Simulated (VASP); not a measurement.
Wanted: the native input for a VASP 6.6.1 run.

```yaml
Task: single point
Functional: PBE
Dispersion: D3(BJ)
Potentials_or_basis: VASP PAW PBE potentials, release 64 (C, O, H)
Cutoff: 520 eV
k_mesh: 1 × 1 × 1
Occupations: fermi-dirac, width 0.05 eV
Spin: no spin polarisation
Dipole_correction: no
Further_INCAR_settings: LREAL = Auto; ALGO = Normal; EDIFF = 1e-06; NBANDS = 64
```

The structure of H6C2O lies in POSCAR:

```
H6C2O
1.0
    7.9602190000      0.0000000000      0.0000000000
    0.0000000000      7.9602190000      0.0000000000
    0.0000000000      0.0000000000      7.9602190000
C O H
8 4 24
Direct
    0.9424238202      0.5083528481      0.0235797533
    0.7776921715      0.5785519217     -0.0336925404
    0.4672610138      0.4954888804      0.4588315975
    0.3062604182      0.4151644572      0.4095741587
    0.5524219874     -0.0183412039      0.8272134221
    0.7000435541      0.0933517030      0.8324017216
    0.1288909262      0.9256654873      0.3719495657
   -0.0164442712      1.0220196203      0.3095140975
    0.6363895265      0.4900995814      0.0429887670
    0.2582089764      0.3101296585      0.5488919338
    0.8428788203     -0.0041079272      0.8702273141
   -0.1619176558      0.9309919740      0.3618995910
    0.5381384608      0.5341561583     -0.0086555408
    0.7679562585      0.7135858951     -0.0145473385
    0.7701044406      0.5579117861     -0.1748444358
    1.0352227746      0.5730621230     -0.0476368803
    0.9642699529      0.5112422158      0.1595307868
    0.9422228208      0.3774896143     -0.0164191463
    0.1578474160      0.2461364442      0.5249353064
    0.2096424734      0.5110160914      0.3839592855
    0.3203806327      0.3454804447      0.2865624677
    0.5188299468      0.5722330001      0.3534701746
    0.4463193789      0.5881622101      0.5613915899
    0.5589042211      0.4043607343      0.4899990817
    0.9357028996      0.0719955067      0.9048494771
    0.7242765557      0.1588147261      0.7093900306
    0.6821294741      0.2020673049      0.9236052425
    0.4464198786      0.0595084130      0.7678557587
    0.5705998792     -0.1402097103      0.7650292033
    0.5191942583     -0.0513302461      0.9593454652
   -0.2647288975      0.9972464325      0.3585830993
   -0.0214441336      1.1556968470      0.3509702434
   -0.0026883682      1.0312655971      0.1774323043
    0.2470283795      0.9990303031      0.3553419824
    0.1228106915      0.9107287124      0.5110412163
    0.1461768828      0.8029552956      0.3146270222
```

These files were run (other wordings do the same):

INCAR

```
SYSTEM = H6C2O
PREC = Accurate ; ENCUT = 520
EDIFF = 1E-6 ; ISMEAR = -1
SIGMA = 0.05 ; LREAL = Auto
LASPH = .True. ; NELM = 80
ALGO = Normal ; ISIF = 2
LWAVE = .False. ; LCHARG = .False.
GGA = PE ; IVDW = 12
NBANDS = 64
```

KPOINTS

```
regular mesh
0
Gamma
  1 1 1
  0 0 0
```

Potentials or basis: VASP PAW PBE potentials, release 64 (C, O, H).

Run with:

```bash
$ cat potpaw_PBE.64/C/POTCAR potpaw_PBE.64/O/POTCAR potpaw_PBE.64/H/POTCAR > POTCAR
$ mpirun -np 1 vasp_gam > vasp.out
```

Results of the run:

```
Pressure                   : 0.3 GPa
Largest force              : 2.584 eV/Å
Band gap on the k mesh     : 4.33 eV
Dispersion energy per atom : -0.028 eV
```

Caveat: the k points lie up to 0.79 Å⁻¹ apart.

Wall time 74 s on 1 thread of Intel(R) Xeon(R) Platinum 8259CL CPU @ 2.50GHz (Skylake/Cascade Lake), with other jobs on the host, peak memory 0.44 GiB.
